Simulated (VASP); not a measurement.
## LiF: single point with PBEsol

Crystal: LiF.

```
CELL_PARAMETERS angstrom
5.11907 0.00000 0.00000
0.00000 5.11907 0.00000
0.00000 0.00000 5.11907
ATOMIC_POSITIONS crystal
Li 0.00000 0.00000 0.00000
Li 0.00000 0.00000 0.50000
Li 0.00000 0.50000 0.00000
Li 0.00000 0.50000 0.50000
Li 0.50000 0.00000 0.00000
Li 0.50000 0.00000 0.50000
Li 0.50000 0.50000 0.00000
Li 0.50000 0.50000 0.50000
F 0.25000 0.25000 0.25000
F 0.25000 0.25000 0.75000
F 0.25000 0.75000 0.25000
F 0.25000 0.75000 0.75000
F 0.75000 0.25000 0.25000
F 0.75000 0.25000 0.75000
F 0.75000 0.75000 0.25000
F 0.75000 0.75000 0.75000
```

```
Program             : VASP 6.6.1
Task                : single point
Functional          : PBEsol
Potentials or basis : VASP PAW PBE potentials, release 64 (Li_sv, F)
Cutoff              : 750 eV
k mesh              : 3 × 3 × 3
Occupations         : gaussian, width 0.01 eV
Spin                : no spin polarisation
```

- Pressure: -3.4 GPa
- Band gap on the k mesh: 7.37 eV

Levels at points of the mesh, in eV from the valence-band top:
| k point | band 36 | band 37 | band 38 | band 39 | band 40 | band 41 | band 42 | band 43 | band 44 | band 45 |
| --- | --- | --- | --- | --- | --- | --- | --- | --- | --- | --- |
| (0.00, 0.00, 0.00) | -0.28 | -0.28 | 0.00 | 0.00 | 0.00 | 7.37 | 8.98 | 8.98 | 8.98 | 10.97 |

It took 77 s on 1 thread of Intel Xeon 8259CL, on a shared host, peak memory 0.33 GiB.

Caveat: the cell stands under tension; the PAW data sets were made with another functional, which shifts forces and pressure a little.
